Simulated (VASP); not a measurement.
# I (Cmce) in VASP: further runs, part 2 of 2

VASP 6.6.1.

## 3. Single point, PBE

The input, INCAR:

```
PREC     = Accurate       # precision mode
ENCUT    = 520            # plane-wave cutoff, eV
EDIFF    = 1E-6           # SCF threshold, eV
ISMEAR   = -1             # smearing method
SIGMA    = 0.05           # smearing width, eV
LREAL    = False          # projectors in reciprocal space
LASPH    = True           # aspherical terms in the spheres
NELM     = 100            # most SCF steps
ALGO     = Normal         # electronic algorithm
ISIF     = 2              # what is computed and relaxed
LWAVE    = False          # write WAVECAR
LCHARG   = True           # write CHGCAR
GGA      = PE             # functional
LELF     = True           # ELF
LVHAR    = True         
NBANDS   = 22             # bands
```

The input, KPOINTS:

```
Automatic mesh
0
Gamma
  7 7 3
```

The input, POSCAR:

```
I
1.0
    4.5245768489     -2.3034451844      0.0000000000
    4.5245768489      2.3034451844      0.0000000000
    0.0000000000      0.0000000000      9.7881789095
I
4
Direct
    0.6630455469      0.3369544531      0.3774827066
    0.1630455469      0.8369544531      0.1225172934
    0.3369544531      0.6630455469      0.6225172934
    0.8369544531      0.1630455469      0.8774827066
```

Potentials or basis: VASP PAW PBE potentials, release 64 (I).

Launch:

```sh
$ cat potpaw_PBE.64/I/POTCAR > POTCAR
$ mpirun -np 1 vasp_std > vasp.out
```

OUTCAR:

```text
PREC = Accurate
   ENCUT = 520
   EDIFF = 1E-6
   ISMEAR = -1
   LREAL = False
   LASPH = True
   NELM = 100
   ISIF = 2
   GGA = PE

 ion  position               nearest neighbor table
   1  0.663  0.337  0.377-   3 2.83   2 3.40   2 3.40
   2  0.163  0.837  0.123-   4 2.83   1 3.40   1 3.40
   3  0.337  0.663  0.623-   1 2.83   4 3.40   4 3.40
   4  0.837  0.163  0.877-   2 2.83   3 3.40   3 3.40

  LATTYP: Found a base centered orthorhombic cell.
 ALAT       =     4.6068903688
 B/A-ratio  =     1.9642650407
 C/A-ratio  =     2.1246824052

  Lattice vectors:

 A1 = (  -4.5245768489,  -2.3034451844,   0.0000000000)
 A2 = (   4.5245768489,  -2.3034451844,   0.0000000000)
 A3 = (   0.0000000000,   0.0000000000,   9.7881789095)

Analysis of symmetry for initial positions (statically):
=====================================================================
 Subroutine PRICEL returns:
 Original cell was already a primitive cell.

 Routine SETGRP: Setting up the symmetry group for a
 base centered orthorhombic supercell.

 Subroutine GETGRP returns: Found  8 space group operations
 (whereof  4 operations were pure point group operations)
 out of a pool of  8 trial point group operations.

The static configuration has the point symmetry C_2h.
 The point group associated with its full space group is D_2h.

Analysis of symmetry for dynamics (positions and initial velocities):
=====================================================================
 Subroutine PRICEL returns:
 Original cell was already a primitive cell.

 Routine SETGRP: Setting up the symmetry group for a
 base centered orthorhombic supercell.

 Subroutine GETGRP returns: Found  8 space group operations
 (whereof  4 operations were pure point group operations)
 out of a pool of  8 trial point group operations.

The dynamic configuration has the point symmetry C_2h.
 The point group associated with its full space group is D_2h.

 Subroutine INISYM returns: Found  8 space group operations
 (whereof  4 operations are pure point group operations),
 and found     1 'primitive' translations

----------------------------------------------------------------------------------------

                                     Primitive cell

  volume of cell :     204.0270

  direct lattice vectors                    reciprocal lattice vectors
     4.524576849 -2.303445184  0.000000000     0.110507572 -0.217066160  0.000000000
     4.524576849  2.303445184  0.000000000     0.110507572  0.217066160  0.000000000
     0.000000000  0.000000000  9.788178909     0.000000000  0.000000000  0.102164050

  length of vectors
     5.077170017  5.077170017  9.788178909     0.243576766  0.243576766  0.102164050

  position of ions in fractional coordinates (direct lattice)
     0.663045547  0.336954453  0.377482707
     0.163045547  0.836954453  0.122517293
     0.336954453  0.663045547  0.622517293
     0.836954453  0.163045547  0.877482707

  ion indices of the primitive-cell ions
   primitive index   ion index
                 1           1
                 2           2
                 3           3
                 4           4

----------------------------------------------------------------------------------------

 KPOINTS: Automatic mesh

Automatic generation of k-mesh.
 Grid dimensions read from file:
 generate k-points for:    7    7    3

 Generating k-lattice:

  Cartesian coordinates                     Fractional coordinates (reciprocal lattice)
     0.015786796 -0.031009451  0.000000000     0.142857143  0.000000000  0.000000000
     0.015786796  0.031009451  0.000000000     0.000000000  0.142857143  0.000000000
     0.000000000  0.000000000  0.034054683     0.000000000  0.000000000  0.333333333

  Length of vectors
     0.034796681  0.034796681  0.034054683

  Shift w.r.t. Gamma in fractional coordinates (k-lattice)
     0.000000000  0.000000000  0.000000000

 Subroutine IBZKPT returns following result:
 ===========================================

 Found     32 irreducible k-points:

 Following reciprocal coordinates:
            Coordinates               Weight
  0.000000  0.000000  0.000000      1.000000
  0.142857  0.000000  0.000000      4.000000
  0.285714 -0.000000  0.000000      4.000000
  0.428571  0.000000  0.000000      4.000000
  0.142857  0.142857  0.000000      2.000000
  0.285714  0.142857  0.000000      4.000000
[... 16 lines left out ...]
  0.428571  0.142857  0.333333      8.000000
 -0.428571  0.142857  0.333333      8.000000
 [... further k-points ...]
   k-points           NKPTS =     32   k-points in BZ     NKDIM =     32   number of bands    NBANDS=     22
   number of dos      NEDOS =    301   number of ions     NIONS =      4
   total plane-waves  NPLWV = 128000
   dimension x,y,z NGX =    40 NGY =   40 NGZ =   80
   dimension x,y,z NGXF=    80 NGYF=   80 NGZF=  160
   ions per type =               4
   NGX,Y,Z   is equivalent  to a cutoff of  13.10, 13.10, 13.59 a.u.
   NGXF,Y,Z  is equivalent  to a cutoff of  26.20, 26.20, 27.17 a.u.
 SYSTEM =  unknown system
   PREC   = accura    normal or accurate (medium, high low for compatibility)
   ISTART =      0    job   : 0-new  1-cont  2-samecut
   ICHARG =      2    charge: 1-file 2-atom 10-const
   ISPIN  =      1    spin polarized calculation?
   LNONCOLLINEAR =      F non collinear calculations
   LSORBIT =      F    spin-orbit coupling
   LASPH  =      T    aspherical Exc in radial PAW
   ENCUT  =  520.0 eV  38.22 Ry    6.18 a.u.   9.44  9.44 18.20*2*pi/ulx,y,z
   NELM   =    100;   NELMIN=  2; NELMDL= -5     # of ELM steps
   EDIFF  = 0.1E-05   stopping-criterion for ELM
   LREAL  =      F    real-space projection
   EDIFFG = 0.1E-04   stopping-criterion for IOM
   NSW    =      0    number of steps for IOM
   IBRION =     -1    ionic relax: 0-MD 1-quasi-New 2-CG
   NFREE  =      0    steps in history (QN), initial steepest desc. (CG)
   ISIF   =      2    stress and relaxation
   ISYM   =      2    0-nonsym 1-usesym 2-fastsym
   POTIM  = 0.5000    time-step for ionic-motion
   TEBEG  =    0.0;   TEEND  =   0.0 temperature during run
   PSTRESS=    0.0 pullay stress
   NELECT =      28.0000    total number of electrons
   NUPDOWN=      -1.0000    fix difference up-down
   EMIN   =  10.00;   EMAX   =-10.00  energy-range for DOS
   EFERMI =   0.00;   METHOD = LEGACY
   ISMEAR =    -1;   SIGMA  =   0.05  broadening in eV -4-tet -1-fermi 0-gaus
   EFERMI_NEDOS =   21; number of points for ismear=-14 and -15
   IALGO  =     38    algorithm
   IMIX   =      4    mixing-type and parameters
     AMIX     =   0.40;   BMIX     =  1.00
     AMIX_MAG =   1.60;   BMIX_MAG =  1.00
  volume/ion in A,a.u.               =      51.01       344.21
  Fermi-wavevector in a.u.,A,eV,Ry     =   0.844432  1.595746  9.701855  0.713066
  Thomas-Fermi vector in A             =   1.959460
   LORBIT       =      0    0 simple, 1 ext, 2 COOP (PROOUT), +10 PAW based schemes
   GGA     = PE    functional components
   LHFCALC =     F    Hartree Fock is set to
   AEXX    =    0.0000 exact exchange contribution
   IVDW    =     0    specifies the selected vdW correction
   LEPSILON=     F    determine dielectric tensor
   LRPA    =     F    only Hartree local field effects (RPA)
 non-spin polarized calculation
  energy-cutoff  :      520.00
  volume of cell :      204.03
 maximum number of plane-waves:      5521
 NGX is ok and might be reduce to    40
   NGX = 19   NGY = 19   NGZ = 37

 number of electron      28.0000000 magnetization

 Free energy of the ion-electron system (eV)
  ---------------------------------------------------
  ext. energy  EPLUGINS =         0.00000000
  ---------------------------------------------------
  free energy    TOTEN  =        -6.09140257 eV

  energy without entropy =       -6.09139523  energy(sigma->0) =       -6.09139890

 E-fermi :   1.5749     XC(G=0):  -7.1368

 val. band max:        1.0876935488   @ k =   0.0000   0.0000   0.0000
 cond. band min:       2.1081188641   @ k =   0.1429   0.0000   0.0000
 fundamental gap:      1.0204253154
 Fermi energy:         1.5749264337

 k-point     1 :       0.0000    0.0000    0.0000
  band No.  band energies     occupation
      1     -12.1125      2.00000
      2     -11.4320      2.00000
      3     -10.6335      2.00000
      4      -9.4774      2.00000
      5      -3.1414      2.00000
      6      -1.8988      2.00000
[... 589 lines left out ...]
     21       9.0550      0.00000
     22       9.4207      0.00000

 [... further k-points ...]

------------------------ aborting loop because EDIFF is reached ----------------------------------------

  FORCE on cell =-STRESS in cart. coord.  units (eV):
  Direction    XX          YY          ZZ          XY          YZ          ZX
  --------------------------------------------------------------------------------------
  -------------------------------------------------------------------------------------
  Total        0.0108589     -0.0732495     -0.2368999      0.0000000      0.0000000      0.0000000
  in kB        0.0852727     -0.5752116     -1.8603202      0.0000000      0.0000000      0.0000000
  external PRESSURE =      -0.7834197 kB  Pullay stress =       0.0000000 kB

 VOLUME and BASIS-vectors are now :
 -----------------------------------------------------------------------------
  energy-cutoff  :      520.00
  volume of cell :      204.03
      direct lattice vectors                 reciprocal lattice vectors
     4.524576849 -2.303445184  0.000000000     0.110507572 -0.217066160  0.000000000
     4.524576849  2.303445184  0.000000000     0.110507572  0.217066160  0.000000000
     0.000000000  0.000000000  9.788178909     0.000000000  0.000000000  0.102164050

 POSITION                                       TOTAL-FORCE (eV/Angst)
 -----------------------------------------------------------------------------------
      4.52458     -0.75113      3.69487         0.000000      0.047776      0.073681
      4.52458      1.55231      1.19922         0.000000      0.047776     -0.073681
      4.52458      0.75113      6.09331         0.000000     -0.047776     -0.073681
      4.52458     -1.55231      8.58896         0.000000     -0.047776      0.073681
 -----------------------------------------------------------------------------------
    total drift:                                0.000000      0.000000      0.000000

  FREE ENERGIE OF THE ION-ELECTRON SYSTEM (eV)
  ---------------------------------------------------
  free  energy   TOTEN  =        -6.0914025728 eV

  energy  without entropy=       -6.0913952309  energy(sigma->0) =       -6.09139890
```

Run time: 5.7 min. Hardware: 1 thread of Oxide Virtual Turin-like, shared host; peak memory 0.35 GiB.

What came out:

- Free energy: -6.0914 eV
- Pressure: -0.1 GPa
- Largest force: 0.088 eV/Å
- Band gap on the k mesh: 1.02 eV (least direct gap 1.09 eV)

Forces in eV/Å, atoms in the order of the input:
```
I    0.000  0.048  0.074
I    0.000  0.048 -0.074
I    0.000 -0.048 -0.074
I    0.000 -0.048  0.074
```

Caveat: spin-orbit coupling is left out, which moves the levels of the heavy elements. A k mesh can miss the band edges.

## 4. Single point, PBE

This run uses another cell than the first one, of 51.39 Å³/atom.

The input, INCAR:

```
ALGO     = Normal         # electronic algorithm
EDIFF    = 1E-6           # SCF threshold, eV
ENCUT    = 520            # plane-wave cutoff, eV
GGA      = PE             # functional
ISIF     = 2              # what is computed and relaxed
ISMEAR   = -1             # smearing method
LASPH    = True           # aspherical terms in the spheres
LCHARG   = False          # write CHGCAR
LREAL    = False          # projectors in reciprocal space
LWAVE    = False          # write WAVECAR
NBANDS   = 22             # bands
NELM     = 60             # most SCF steps
PREC     = Accurate       # precision mode
SIGMA    = 0.05           # smearing width, eV
```

The input, KPOINTS:

```
k-points
0
Gamma
  7 7 3
```

The input, POSCAR:

```
I
1.0
    4.5332120566     -2.3120501879      0.0000000000
    4.5332120566      2.3120501879      0.0000000000
    0.0000000000      0.0000000000      9.8058096587
I
4
Direct
    0.6602737409      0.3397262591      0.3780360752
    0.1602737409      0.8397262591      0.1219639248
    0.3397262591      0.6602737409      0.6219639248
    0.8397262591      0.1602737409      0.8780360752
```

Launch:

```sh
$ cat potpaw_PBE.64/I/POTCAR > POTCAR
$ mpirun -np 1 vasp_std > vasp.out
```

It took 5 min on 1 thread of Oxide Virtual Turin-like, shared host; peak memory 0.35 GiB.

Results (log left out):

```
Free energy            : -6.0935 eV
Pressure               : 0.0 GPa
Largest force          : 0.018 eV/Å
Band gap on the k mesh : 1.05 eV (least direct gap 1.10 eV)
```

Forces in eV/Å, atoms in the order of the input:
```
I    0.000  0.013  0.013
I    0.000  0.013 -0.013
I    0.000 -0.013 -0.013
I    0.000 -0.013  0.013
```

Levels at points of the mesh, in eV from the valence-band top:
| k point | band 11 | band 12 | band 13 | band 14 | band 15 | band 16 | band 17 | band 18 |
| --- | --- | --- | --- | --- | --- | --- | --- | --- |
| (0.00, 0.00, 0.00) | -1.30 | -0.78 | -0.59 | 0.00 | 1.10 | 1.86 | 4.63 | 5.22 |

Caveat: spin-orbit coupling is left out, which moves the levels of the heavy elements.

## 5. Single point, PBE

This run uses another cell than the first one, of 51.66 Å³/atom.

The input, INCAR:

```
SYSTEM = I
PREC = Accurate
ENCUT = 520
EDIFF = 1E-7
ISMEAR = -1
SIGMA = 0.05
LREAL = .FALSE.
LASPH = .TRUE.
NELM = 80
ALGO = Normal
ISIF = 2
LWAVE = .FALSE.
LCHARG = .TRUE.
GGA = PE
LELF = .TRUE.
LVHAR = .TRUE.
NBANDS = 22
```

The input, KPOINTS:

```
regular mesh
0
G
  7 7 3
  0 0 0
```

The input, POSCAR:

```
I
1.0
    4.5690906488     -2.3067653133      0.0000000000
    4.5690906488      2.3067653133      0.0000000000
    0.0000000000      0.0000000000      9.8023860568
I
4
Direct
    0.6608759868      0.3391240132      0.3777534453
    0.1608759868      0.8391240132      0.1222465547
    0.3391240132      0.6608759868      0.6222465547
    0.8391240132      0.1608759868      0.8777534453
```

Launch:

```sh
$ cat potpaw_PBE.64/I/POTCAR > POTCAR
$ mpirun -np 1 vasp_std > vasp.out
```

Run time: 5.6 min. Hardware: 1 thread of Oxide Virtual Turin-like, shared host; peak memory 0.35 GiB.

It converged, with:

```
Free energy            : -6.0931 eV
Pressure               : 0.0 GPa
Largest force          : 0.042 eV/Å
Band gap on the k mesh : 1.04 eV (least direct gap 1.09 eV)
```

Forces in eV/Å, atoms in the order of the input:
```
I    0.000  0.020  0.037
I    0.000  0.020 -0.037
I    0.000 -0.020 -0.037
I    0.000 -0.020  0.037
```

Levels at points of the mesh, in eV from the valence-band top:
```csv
k point,band 10,band 11,band 12,band 13,band 14,band 15,band 16,band 17,band 18,band 19
"(0.00, 0.00, 0.00)",-1.36,-1.30,-0.81,-0.60,0.00,1.09,1.85,4.62,5.21,5.51
```

Caveat: spin-orbit coupling is left out, which moves the levels of the heavy elements. As with any semilocal functional, this PBE gap is likely too small.

## 6. Summary

```csv
cell,gap on the mesh (eV),pressure (GPa),largest force (eV/Å)
"a = 5.055, b = 5.055, c = 9.813 Å, angles 90.0, 90.0, 54.4°, 4 atoms, atomic positions A",1.05,0.0,0.02
"a = 5.077, b = 5.077, c = 9.788 Å, angles 90.0, 90.0, 54.0°, 4 atoms, atomic positions B",1.02,-0.1,0.09
"a = 5.089, b = 5.089, c = 9.806 Å, angles 90.0, 90.0, 54.0°, 4 atoms, atomic positions C",1.05,0.0,0.02
"a = 5.118, b = 5.118, c = 9.802 Å, angles 90.0, 90.0, 53.6°, 4 atoms, atomic positions D",1.04,0.0,0.04
```

Alike in all rows: task single point; level PBE; potentials or basis VASP PAW PBE potentials, release 64 (I); no spin polarisation; k mesh 7 × 7 × 3; cutoff (eV) 520; smearing fermi-dirac 0.05 eV.

Caveats: spin-orbit coupling is left out, which moves the levels of the heavy elements.

Total energies depend on the potentials used, so only differences within one code and one set of settings carry meaning.
